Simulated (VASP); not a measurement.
# KF (Fm-3m) in VASP: settings compared

The runs below take KF through single point, with PBE+U, PBE+D3(BJ)+U, PBE.

Everything below comes from runs of VASP 6.6.1. Logs are shortened: lines on timing, memory, paths and dates and some standing lists are left out, and cuts for length are marked.

**1. The cell of the first run**

It takes space group Fm-3m (No. 225, cubic). Conventional cell: a = 5.309 Å, b = 5.309 Å, c = 5.309 Å, α = 90.00°, β = 90.00°, γ = 90.00°. K (site symmetry m-3m) has 6 F at 2.65 Å within 3.5 Å. Within 3.5 Å of F (site symmetry m-3m) lie 6 K at 2.65 Å.

**2. Single point, PBE+U**

File INCAR:

```
SYSTEM = KF
ALGO = Normal
EDIFF = 1E-6
ENCUT = 600
GGA = PE
GGA_COMPAT = .False.
ISIF = 2
ISMEAR = 0
LASPH = .True.
LCHARG = .True.
LDAU = .True.
LDAUJ = 0 0
LDAUL = -1 1
LDAUPRINT = 1
LDAUTYPE = 2
LDAUU = 0 2.6
LELF = .True.
LREAL = .False.
LVHAR = .True.
LWAVE = .False.
NBANDS = 15
NELM = 200
PREC = Accurate
SIGMA = 0.1
```

File KPOINTS:

```
k-points
0
Gamma
  6 6 6
  0 0 0
```

File POSCAR:

```
KF
1.0
    0.0000000000      2.6544134050      2.6544134050
    2.6544134050      0.0000000000      2.6544134050
    2.6544134050      2.6544134050      0.0000000000
K F
1 1
Direct
    0.0000000000      0.0000000000      0.0000000000
    0.5000000000      0.5000000000      0.5000000000
```

Potentials or basis: VASP PAW PBE potentials, release 64 (K_sv, F).

Launch:

```bash
cat potpaw_PBE.64/K_sv/POTCAR potpaw_PBE.64/F/POTCAR > POTCAR
mpirun -np 1 vasp_std > vasp.out
```

OUTCAR:

```text
SYSTEM = KF
   EDIFF = 1E-6
   ENCUT = 600
   GGA = PE
   ISIF = 2
   ISMEAR = 0
   LASPH = .True.
   LREAL = .False.
   NELM = 200
   PREC = Accurate

 ion  position               nearest neighbor table
   1  0.000  0.000  0.000-   2 2.65   2 2.65   2 2.65   2 2.65   2 2.65   2 2.65
   2  0.500  0.500  0.500-   1 2.65   1 2.65   1 2.65   1 2.65   1 2.65   1 2.65

  LATTYP: Found a face centered cubic cell.
 ALAT       =     5.3088268100

  Lattice vectors:

 A1 = (   0.0000000000,   2.6544134050,   2.6544134050)
 A2 = (   2.6544134050,   0.0000000000,   2.6544134050)
 A3 = (   2.6544134050,   2.6544134050,   0.0000000000)

Analysis of symmetry for initial positions (statically):
=====================================================================
 Subroutine PRICEL returns:
 Original cell was already a primitive cell.

 Routine SETGRP: Setting up the symmetry group for a
 face centered cubic supercell.

 Subroutine GETGRP returns: Found 48 space group operations
 (whereof 48 operations were pure point group operations)
 out of a pool of 48 trial point group operations.

The static configuration has the point symmetry O_h .

Analysis of symmetry for dynamics (positions and initial velocities):
=====================================================================
 Subroutine PRICEL returns:
 Original cell was already a primitive cell.

 Routine SETGRP: Setting up the symmetry group for a
 face centered cubic supercell.

 Subroutine GETGRP returns: Found 48 space group operations
 (whereof 48 operations were pure point group operations)
 out of a pool of 48 trial point group operations.

The dynamic configuration has the point symmetry O_h .

 Subroutine INISYM returns: Found 48 space group operations
 (whereof 48 operations are pure point group operations),
 and found     1 'primitive' translations

----------------------------------------------------------------------------------------

                                     Primitive cell

  volume of cell :      37.4055

  direct lattice vectors                    reciprocal lattice vectors
     0.000000000  2.654413405  2.654413405    -0.188365535  0.188365535  0.188365535
     2.654413405  0.000000000  2.654413405     0.188365535 -0.188365535  0.188365535
     2.654413405  2.654413405  0.000000000     0.188365535  0.188365535 -0.188365535

  length of vectors
     3.753907437  3.753907437  3.753907437     0.326258676  0.326258676  0.326258676

  position of ions in fractional coordinates (direct lattice)
     0.000000000  0.000000000  0.000000000
     0.500000000  0.500000000  0.500000000

  ion indices of the primitive-cell ions
   primitive index   ion index
                 1           1
                 2           2

----------------------------------------------------------------------------------------

 KPOINTS: k-points

Automatic generation of k-mesh.
 Grid dimensions read from file:
 generate k-points for:    6    6    6

 Generating k-lattice:

  Cartesian coordinates                     Fractional coordinates (reciprocal lattice)
    -0.031394256  0.031394256  0.031394256     0.166666667  0.000000000  0.000000000
     0.031394256 -0.031394256  0.031394256     0.000000000  0.166666667  0.000000000
     0.031394256  0.031394256 -0.031394256     0.000000000  0.000000000  0.166666667

  Length of vectors
     0.054376446  0.054376446  0.054376446

  Shift w.r.t. Gamma in fractional coordinates (k-lattice)
     0.000000000  0.000000000  0.000000000

 Subroutine IBZKPT returns following result:
 ===========================================

 Found     16 irreducible k-points:

 Following reciprocal coordinates:
            Coordinates               Weight
  0.000000  0.000000  0.000000      1.000000
  0.166667  0.000000  0.000000      8.000000
  0.333333  0.000000  0.000000      8.000000
  0.500000  0.000000  0.000000      4.000000
  0.166667  0.166667  0.000000      6.000000
  0.333333  0.166667  0.000000     24.000000
[... 8 lines left out ...]
 -0.333333  0.333333  0.166667     24.000000
 -0.333333  0.500000  0.166667     12.000000
   k-points           NKPTS =     16   k-points in BZ     NKDIM =     16   number of bands    NBANDS=     15
   number of dos      NEDOS =    301   number of ions     NIONS =      2
   total plane-waves  NPLWV =  27000
   dimension x,y,z NGX =    30 NGY =   30 NGZ =   30
   dimension x,y,z NGXF=    60 NGYF=   60 NGZF=   60
   ions per type =               1   1
   NGX,Y,Z   is equivalent  to a cutoff of  13.29, 13.29, 13.29 a.u.
   NGXF,Y,Z  is equivalent  to a cutoff of  26.57, 26.57, 26.57 a.u.
 SYSTEM =  KF
   PREC   = accura    normal or accurate (medium, high low for compatibility)
   ISTART =      0    job   : 0-new  1-cont  2-samecut
   ICHARG =      2    charge: 1-file 2-atom 10-const
   ISPIN  =      1    spin polarized calculation?
   LNONCOLLINEAR =      F non collinear calculations
   LSORBIT =      F    spin-orbit coupling
   LASPH  =      T    aspherical Exc in radial PAW
   ENCUT  =  600.0 eV  44.10 Ry    6.64 a.u.   7.50  7.50  7.50*2*pi/ulx,y,z
   NELM   =    200;   NELMIN=  2; NELMDL= -5     # of ELM steps
   EDIFF  = 0.1E-05   stopping-criterion for ELM
   LREAL  =      F    real-space projection
   EDIFFG = 0.1E-04   stopping-criterion for IOM
   NSW    =      0    number of steps for IOM
   IBRION =     -1    ionic relax: 0-MD 1-quasi-New 2-CG
   NFREE  =      0    steps in history (QN), initial steepest desc. (CG)
   ISIF   =      2    stress and relaxation
   ISYM   =      2    0-nonsym 1-usesym 2-fastsym
   POTIM  = 0.5000    time-step for ionic-motion
   TEBEG  =    0.0;   TEEND  =   0.0 temperature during run
   PSTRESS=    0.0 pullay stress
   NELECT =      16.0000    total number of electrons
   NUPDOWN=      -1.0000    fix difference up-down
   EMIN   =  10.00;   EMAX   =-10.00  energy-range for DOS
   EFERMI =   0.00;   METHOD = LEGACY
   ISMEAR =     0;   SIGMA  =   0.10  broadening in eV -4-tet -1-fermi 0-gaus
   EFERMI_NEDOS =   21; number of points for ismear=-14 and -15
   IALGO  =     38    algorithm
   IMIX   =      4    mixing-type and parameters
     AMIX     =   0.40;   BMIX     =  1.00
     AMIX_MAG =   1.60;   BMIX_MAG =  1.00
  volume/ion in A,a.u.               =      18.70       126.21
  Fermi-wavevector in a.u.,A,eV,Ry     =   1.233492  2.330962 20.701292  1.521502
  Thomas-Fermi vector in A             =   2.368220
   LORBIT       =      0    0 simple, 1 ext, 2 COOP (PROOUT), +10 PAW based schemes
 LDA+U is selected, type is set to LDAUTYPE =  2
   angular momentum for each species LDAUL =    -1    1
   U (eV)           for each species LDAUU =   0.0  2.6
   J (eV)           for each species LDAUJ =   0.0  0.0
   GGA     = PE    functional components
   LHFCALC =     F    Hartree Fock is set to
   AEXX    =    0.0000 exact exchange contribution
   IVDW    =     0    specifies the selected vdW correction
   LEPSILON=     F    determine dielectric tensor
   LRPA    =     F    only Hartree local field effects (RPA)
 non-spin polarized calculation
 Gauss-broadening in eV      SIGMA  =   0.10
  energy-cutoff  :      600.00
  volume of cell :       37.41
 maximum number of plane-waves:      1272
 NGX is ok and might be reduce to    30
   NGX = 15   NGY = 15   NGZ = 15

 number of electron      16.0000003 magnetization

 Free energy of the ion-electron system (eV)
  ---------------------------------------------------
  ext. energy  EPLUGINS =         0.00000000
  ---------------------------------------------------
  free energy    TOTEN  =        -6.76381600 eV

  energy without entropy =       -6.76381600  energy(sigma->0) =       -6.76381600

 E-fermi :  -2.4773     XC(G=0):  -8.4680

 val. band max:       -2.9571745189   @ k =   0.0000   0.0000   0.0000
 cond. band min:       3.5497073800   @ k =   0.0000   0.0000   0.0000
 fundamental gap:      6.5068818989
 Fermi energy:        -2.4772943056

 k-point     1 :       0.0000    0.0000    0.0000
  band No.  band energies     occupation
      1     -28.8713      2.00000
      2     -21.1301      2.00000
      3     -12.1085      2.00000
      4     -12.1085      2.00000
      5     -12.1085      2.00000
      6      -2.9572      2.00000
      7      -2.9572      2.00000
      8      -2.9572      2.00000
      9       3.5497      0.00000
     10       7.9695      0.00000
     11       7.9695      0.00000
     12       7.9695      0.00000
     13       9.6684      0.00000
     14       9.6684      0.00000
     15      14.3286      0.00000

 k-point     2 :       0.1667    0.0000    0.0000
  band No.  band energies     occupation
      1     -28.8462      2.00000
      2     -21.1545      2.00000
      3     -12.1786      2.00000
      4     -12.1179      2.00000
      5     -12.1179      2.00000
      6      -3.1855      2.00000
      7      -3.0483      2.00000
      8      -3.0483      2.00000
      9       4.2910      0.00000
     10       7.5883      0.00000
     11       8.3352      0.00000
     12       8.3352      0.00000
     13       9.9295      0.00000
     14       9.9295      0.00000
     15      15.5518      0.00000

 k-point     3 :       0.3333    0.0000    0.0000
  band No.  band energies     occupation
      1     -28.7954      2.00000
      2     -21.2039      2.00000
      3     -12.3168      2.00000
      4     -12.1362      2.00000
      5     -12.1362      2.00000
      6      -3.5716      2.00000
      7      -3.2247      2.00000
      8      -3.2247      2.00000
      9       5.8129      0.00000
     10       7.4177      0.00000
     11       9.0635      0.00000
     12       9.0635      0.00000
     13      10.7705      0.00000
     14      10.7705      0.00000
     15      15.2092      0.00000
[... 199 lines left out ...]
 k-point    15 :      -0.3333    0.3333    0.1667
  band No.  band energies     occupation
      1     -28.7506      2.00000
      2     -21.1892      2.00000
      3     -12.4774      2.00000
      4     -12.4290      2.00000
      5     -12.1909      2.00000
      6      -3.4301      2.00000
      7      -3.1780      2.00000
      8      -3.1550      2.00000
      9       6.8592      0.00000
     10       7.2161      0.00000
     11       8.8060      0.00000
     12      10.5260      0.00000
     13      11.1538      0.00000
     14      12.4323      0.00000
     15      12.9106      0.00000

 k-point    16 :      -0.3333    0.5000    0.1667
  band No.  band energies     occupation
      1     -28.7449      2.00000
      2     -21.1687      2.00000
      3     -12.6097      2.00000
      4     -12.4259      2.00000
      5     -12.2299      2.00000
      6      -3.2755      2.00000
      7      -3.1298      2.00000
      8      -3.0631      2.00000
      9       6.2192      0.00000
     10       7.9443      0.00000
     11       8.3192      0.00000
     12      10.8663      0.00000
     13      11.5736      0.00000
     14      12.5106      0.00000
     15      12.7193      0.00000

------------------------ aborting loop because EDIFF is reached ----------------------------------------

  FORCE on cell =-STRESS in cart. coord.  units (eV):
  Direction    XX          YY          ZZ          XY          YZ          ZX
  --------------------------------------------------------------------------------------
  -------------------------------------------------------------------------------------
  Total        0.3936777      0.3936777      0.3936777      0.0000000     -0.0000000      0.0000000
  in kB       16.8622556     16.8622556     16.8622556      0.0000000     -0.0000000      0.0000000
  external PRESSURE =      16.8622556 kB  Pullay stress =       0.0000000 kB

 VOLUME and BASIS-vectors are now :
 -----------------------------------------------------------------------------
  energy-cutoff  :      600.00
  volume of cell :       37.41
      direct lattice vectors                 reciprocal lattice vectors
     0.000000000  2.654413405  2.654413405    -0.188365535  0.188365535  0.188365535
     2.654413405  0.000000000  2.654413405     0.188365535 -0.188365535  0.188365535
     2.654413405  2.654413405  0.000000000     0.188365535  0.188365535 -0.188365535

 POSITION                                       TOTAL-FORCE (eV/Angst)
 -----------------------------------------------------------------------------------
      0.00000      0.00000      0.00000         0.000000     -0.000000      0.000000
      2.65441      2.65441      2.65441        -0.000000      0.000000     -0.000000
 -----------------------------------------------------------------------------------
    total drift:                                0.000000      0.000000      0.000000

  FREE ENERGIE OF THE ION-ELECTRON SYSTEM (eV)
  ---------------------------------------------------
  free  energy   TOTEN  =        -6.7638160010 eV

  energy  without entropy=       -6.7638160010  energy(sigma->0) =       -6.76381600
```

Wall time 10 s (1 thread of AMD EPYC 7R43 (Zen 3), shared host); peak memory 0.13 GiB.

Results:

| Property | Result |
| --- | --- |
| Free energy | -6.7638 eV |
| Pressure | 1.7 GPa |
| Band gap on the k mesh | 6.51 eV |

Levels at points of the mesh, in eV from the valence-band top:
```csv
k point,band 5,band 6,band 7,band 8,band 9,band 10,band 11,band 12
"(0.00, 0.00, 0.00)",-9.15,0.00,0.00,0.00,6.51,10.93,10.93,10.93
"(0.50, 0.00, 0.00)",-9.19,-0.78,-0.35,-0.35,9.31,10.98,12.34,12.34
"(0.50, 0.50, 0.00)",-9.38,-0.19,-0.05,-0.05,8.42,10.64,12.15,13.91
```

(Continued in part 2 of 2.)
